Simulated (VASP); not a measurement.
A run of VASP 6.6.1:

Contents of INCAR:

```
SYSTEM = CaO
ALGO = Normal
EDIFF = 1E-7
ENCUT = 520
GGA = PE
ISIF = 2
ISMEAR = 0
LASPH = .TRUE.
LCHARG = .TRUE.
LELF = .TRUE.
LREAL = .FALSE.
LVHAR = .TRUE.
LWAVE = .FALSE.
NBANDS = 15
NELM = 80
PREC = Accurate
SIGMA = 0.01
```

Contents of KPOINTS:

```
k-points
0
G
  7 7 7
  0 0 0
```

Contents of POSCAR:

```
CaO
1.0
    0.0000000000      2.4841820978      2.4841820978
    2.4841820978      0.0000000000      2.4841820978
    2.4841820978      2.4841820978      0.0000000000
Ca O
1 1
Direct
    0.0000000000      0.0000000000      0.0000000000
    0.5000000000      0.5000000000      0.5000000000
```

Potentials or basis: VASP PAW PBE potentials, release 64 (Ca_sv, O).

Launch:

```sh
$ cat potpaw_PBE.64/Ca_sv/POTCAR potpaw_PBE.64/O/POTCAR > POTCAR
$ mpirun -np 1 vasp_std > vasp.out
```

Hardware: 1 thread of Intel Xeon 8259CL, on a shared host.

**Question.** How long does it take, and how much memory?

**Answer.** Run time: 24 s on 1 thread of Intel Xeon 8259CL, with other jobs on the host, peak memory 0.16 GiB. Counts: scf iterations 13, k points 20.
